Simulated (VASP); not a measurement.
# Ti (Im-3m) in VASP: relaxation of cell and atoms with PBEsol

Aim: the relaxation of cell and atoms of Ti with PBEsol.

All numbers are computed with VASP 6.6.1; they aren't measurements. Logs are shortened: lines on timing, memory, paths and dates and some standing lists are left out, and cuts for length are marked.

## 1. The cell of the first run

The structure is cubic, space group Im-3m (No. 229). The conventional cell has a = 3.209 Å, b = 3.209 Å, c = 3.209 Å, α = 90.00°, β = 90.00°, γ = 90.00°. Ti (site symmetry m-3m) has 14 Ti at 2.78 to 3.21 Å within 3.7 Å.

This isn't the form of Ti at room conditions, which is hcp.

## 2. Relaxation of cell and atoms, PBEsol

Contents of INCAR:

```
ALGO = Normal
EDIFF = 1E-7
EDIFFG = -0.01
ENCUT = 600
GGA = PS
IBRION = 2
ISIF = 3
ISMEAR = 1
LASPH = T
LCHARG = F
LREAL = F
LWAVE = F
NELM = 100
NSW = 80
PREC = Accurate
SIGMA = 0.05
```

Contents of KPOINTS:

```
k-points
0
Gamma
  18 18 18
```

Contents of POSCAR:

```
Ti
1.0
   -1.6047341033      1.6047341033      1.6047341033
    1.6047341033     -1.6047341033      1.6047341033
    1.6047341033      1.6047341033     -1.6047341033
Ti
1
Direct
    0.0000000000      0.0000000000      0.0000000000
```

Potentials or basis: VASP PAW PBE potentials, release 64 (Ti_sv).

Started as:

```sh
> cat potpaw_PBE.64/Ti_sv/POTCAR > POTCAR
> mpirun -np 1 vasp_std > vasp.out
```

OUTCAR:

```text
EDIFF = 1E-7
   EDIFFG = -0.01
   ENCUT = 600
   GGA = PS
   IBRION = 2
   ISIF = 3
   ISMEAR = 1
   LASPH = T
   LREAL = F
   NELM = 100
   NSW = 80
   PREC = Accurate

 ion  position               nearest neighbor table
   1  0.000  0.000  0.000-

  LATTYP: Found a body centered cubic cell.
 ALAT       =     3.2094682066

  Lattice vectors:

 A1 = (  -1.6047341033,   1.6047341033,   1.6047341033)
 A2 = (   1.6047341033,  -1.6047341033,   1.6047341033)
 A3 = (   1.6047341033,   1.6047341033,  -1.6047341033)

Analysis of symmetry for initial positions (statically):
=====================================================================
 Subroutine PRICEL returns:
 Original cell was already a primitive cell.

 Routine SETGRP: Setting up the symmetry group for a
 body centered cubic supercell.

 Subroutine GETGRP returns: Found 48 space group operations
 (whereof 48 operations were pure point group operations)
 out of a pool of 48 trial point group operations.

The static configuration has the point symmetry O_h .

Analysis of symmetry for dynamics (positions and initial velocities):
=====================================================================
 Subroutine PRICEL returns:
 Original cell was already a primitive cell.

 Routine SETGRP: Setting up the symmetry group for a
 body centered cubic supercell.

 Subroutine GETGRP returns: Found 48 space group operations
 (whereof 48 operations were pure point group operations)
 out of a pool of 48 trial point group operations.

The dynamic configuration has the point symmetry O_h .

 Subroutine INISYM returns: Found 48 space group operations
 (whereof 48 operations are pure point group operations),
 and found     1 'primitive' translations

----------------------------------------------------------------------------------------

                                     Primitive cell

  volume of cell :      16.5299

  direct lattice vectors                    reciprocal lattice vectors
    -1.604734103  1.604734103  1.604734103     0.000000000  0.311578098  0.311578098
     1.604734103 -1.604734103  1.604734103     0.311578098  0.000000000  0.311578098
     1.604734103  1.604734103 -1.604734103     0.311578098  0.311578098  0.000000000

  length of vectors
     2.779481000  2.779481000  2.779481000     0.440637972  0.440637972  0.440637972

  position of ions in fractional coordinates (direct lattice)
     0.000000000  0.000000000  0.000000000

  ion indices of the primitive-cell ions
   primitive index   ion index
                 1           1

----------------------------------------------------------------------------------------

 KPOINTS: k-points

Automatic generation of k-mesh.
 Grid dimensions read from file:
 generate k-points for:   18   18   18

 Generating k-lattice:

  Cartesian coordinates                     Fractional coordinates (reciprocal lattice)
     0.000000000  0.017309894  0.017309894     0.055555556  0.000000000  0.000000000
     0.017309894  0.000000000  0.017309894     0.000000000  0.055555556  0.000000000
     0.017309894  0.017309894  0.000000000     0.000000000  0.000000000  0.055555556

  Length of vectors
     0.024479887  0.024479887  0.024479887

  Shift w.r.t. Gamma in fractional coordinates (k-lattice)
     0.000000000  0.000000000  0.000000000

 Subroutine IBZKPT returns following result:
 ===========================================

 Found    195 irreducible k-points:

 Following reciprocal coordinates:
            Coordinates               Weight
  0.000000  0.000000  0.000000      1.000000
  0.055556  0.000000  0.000000     12.000000
[... 47 lines left out ...]
   ISIF   =      3    stress and relaxation
   ISYM   =      2    0-nonsym 1-usesym 2-fastsym
   POTIM  = 0.5000    time-step for ionic-motion
   TEBEG  =    0.0;   TEEND  =   0.0 temperature during run
   PSTRESS=    0.0 pullay stress
   NELECT =      12.0000    total number of electrons
   NUPDOWN=      -1.0000    fix difference up-down
   EMIN   =  10.00;   EMAX   =-10.00  energy-range for DOS
   EFERMI =   0.00;   METHOD = LEGACY
   ISMEAR =     1;   SIGMA  =   0.05  broadening in eV -4-tet -1-fermi 0-gaus
   EFERMI_NEDOS =   21; number of points for ismear=-14 and -15
   IALGO  =     38    algorithm
   IMIX   =      4    mixing-type and parameters
     AMIX     =   0.40;   BMIX     =  1.00
     AMIX_MAG =   1.60;   BMIX_MAG =  1.00
  volume/ion in A,a.u.               =      16.53       111.55
  Fermi-wavevector in a.u.,A,eV,Ry     =   1.471337  2.780424 29.454337  2.164833
  Thomas-Fermi vector in A             =   2.586485
   LORBIT       =      0    0 simple, 1 ext, 2 COOP (PROOUT), +10 PAW based schemes
   GGA     = PS    functional components
   LHFCALC =     F    Hartree Fock is set to
   AEXX    =    0.0000 exact exchange contribution
   IVDW    =     0    specifies the selected vdW correction
   LEPSILON=     F    determine dielectric tensor
   LRPA    =     F    only Hartree local field effects (RPA)
 conjugate gradient relaxation of ions
 non-spin polarized calculation
 Methfessel and Paxton  Order N= 1 SIGMA  =   0.05
  energy-cutoff  :      600.00
  volume of cell :       16.53
 maximum number of plane-waves:       586
 NGX is ok and might be reduce to    24
   NGX = 11   NGY = 11   NGZ = 11

--------------------------------------- Ionic step        1  -------------------------------------------

 number of electron      12.0000001 magnetization

 Free energy of the ion-electron system (eV)
  ---------------------------------------------------
  ext. energy  EPLUGINS =         0.00000000
  ---------------------------------------------------
  free energy    TOTEN  =        -8.23512822 eV

  energy without entropy =       -8.23505614  energy(sigma->0) =       -8.23510419

------------------------ aborting loop because EDIFF is reached ----------------------------------------

  FORCE on cell =-STRESS in cart. coord.  units (eV):
  Direction    XX          YY          ZZ          XY          YZ          ZX
  --------------------------------------------------------------------------------------
  -------------------------------------------------------------------------------------
  Total       -0.0173877     -0.0173877     -0.0173877     -0.0000000     -0.0000000      0.0000000
  in kB       -1.6853247     -1.6853247     -1.6853247     -0.0000000     -0.0000000      0.0000000
  external PRESSURE =      -1.6853247 kB  Pullay stress =       0.0000000 kB

 VOLUME and BASIS-vectors are now :
 -----------------------------------------------------------------------------
  energy-cutoff  :      600.00
  volume of cell :       16.53
      direct lattice vectors                 reciprocal lattice vectors
    -1.604734103  1.604734103  1.604734103     0.000000000  0.311578098  0.311578098
     1.604734103 -1.604734103  1.604734103     0.311578098  0.000000000  0.311578098
     1.604734103  1.604734103 -1.604734103     0.311578098  0.311578098  0.000000000

 POSITION                                       TOTAL-FORCE (eV/Angst)
 -----------------------------------------------------------------------------------
      0.00000      0.00000      0.00000        -0.000000      0.000000     -0.000000
 -----------------------------------------------------------------------------------
    total drift:                               -0.000000      0.000000      0.000000

  FREE ENERGIE OF THE ION-ELECTRON SYSTEM (eV)
  ---------------------------------------------------
  free  energy   TOTEN  =        -8.2351282192 eV

  energy  without entropy=       -8.2350561408  energy(sigma->0) =       -8.23510419

--------------------------------------- Ionic step        2  -------------------------------------------

 number of electron      12.0000001 magnetization

 Free energy of the ion-electron system (eV)
  ---------------------------------------------------
  ext. energy  EPLUGINS =         0.00000000
  ---------------------------------------------------
  free energy    TOTEN  =        -8.23514312 eV

  energy without entropy =       -8.23506459  energy(sigma->0) =       -8.23511694

 E-fermi :   8.5038     XC(G=0): -11.8826

 val. band max:        8.4946649585   @ k =   0.3333   0.2222   0.0000
 cond. band min:       8.5052223741   @ k =  -0.4444   0.5000   0.1111
 fundamental gap:      0.0105574156
 Fermi energy:         8.5037865646

 k-point     1 :       0.0000    0.0000    0.0000
  band No.  band energies     occupation
      1     -47.6978      2.00000
      2     -23.5819      2.00000
      3     -23.5819      2.00000
      4     -23.5819      2.00000
      5       2.4451      2.00000
      6       9.5301      0.00000
      7       9.5301      0.00000
      8       9.5301      0.00000
      9      11.4191      0.00000
     10      11.4191      0.00000
[... 287 lines left out ...]
 k-point    24 :       0.3889    0.1111    0.0000
  band No.  band energies     occupation
      1     -47.5325      2.00000
      2     -24.3359      2.00000
      3     -23.8546      2.00000
      4     -23.6219      2.00000
      5       6.1604      2.00000
      6       8.0969      2.00000
      7       9.1368     -0.00000
      8      11.3397      0.00000
      9      11.9307      0.00000
     10      13.4255      0.00000

 [... further k-points ...]

------------------------ aborting loop because EDIFF is reached ----------------------------------------

  FORCE on cell =-STRESS in cart. coord.  units (eV):
  Direction    XX          YY          ZZ          XY          YZ          ZX
  --------------------------------------------------------------------------------------
  -------------------------------------------------------------------------------------
  Total        0.0084848      0.0084848      0.0084848      0.0000000     -0.0000000      0.0000000
  in kB        0.8244688      0.8244688      0.8244688      0.0000000     -0.0000000      0.0000000
  external PRESSURE =       0.8244688 kB  Pullay stress =       0.0000000 kB

 VOLUME and BASIS-vectors are now :
 -----------------------------------------------------------------------------
  energy-cutoff  :      600.00
  volume of cell :       16.49
      direct lattice vectors                 reciprocal lattice vectors
    -1.603388006  1.603388006  1.603388006     0.000000000  0.311839678  0.311839678
     1.603388006 -1.603388006  1.603388006     0.311839678  0.000000000  0.311839678
     1.603388006  1.603388006 -1.603388006     0.311839678  0.311839678  0.000000000

 POSITION                                       TOTAL-FORCE (eV/Angst)
 -----------------------------------------------------------------------------------
      1.60339      1.60339      1.60339        -0.000000     -0.000000     -0.000000
 -----------------------------------------------------------------------------------
    total drift:                               -0.000000     -0.000000      0.000000

  FREE ENERGIE OF THE ION-ELECTRON SYSTEM (eV)
  ---------------------------------------------------
  free  energy   TOTEN  =        -8.2351431218 eV

  energy  without entropy=       -8.2350645885  energy(sigma->0) =       -8.23511694

 reached required accuracy - stopping structural energy minimisation
```

It took 50 s on 1 thread of Intel Xeon 8259CL, shared host; peak memory 0.18 GiB.

Results:

| Quantity | Value |
| --- | --- |
| Free energy | -8.2351 eV |
| Relaxed volume | 16.49 Å³/atom |
| Relaxed cell | a = 2.777 Å, b = 2.777 Å, c = 2.777 Å, α = 109.47°, β = 109.47°, γ = 109.47° |
| Space group after relaxing (to 0.1 Å) | Im-3m (No. 229) |
| Energy gained by relaxing | 0.0 meV/atom |
| Ionic steps | 2 |
| Pressure after relaxing | 0.1 GPa |
| Band gap on the k mesh | zero (bands 6 and 7 overlap by 1.61 eV) |

Final structure:
```
Ti
1.0
    -1.60339    1.60339    1.60339
     1.60339   -1.60339    1.60339
     1.60339    1.60339   -1.60339
Ti
1
Direct
  0.00000 0.00000 0.00000
```

Caveat: the PAW data sets were made with another functional, which shifts forces and pressure a little.
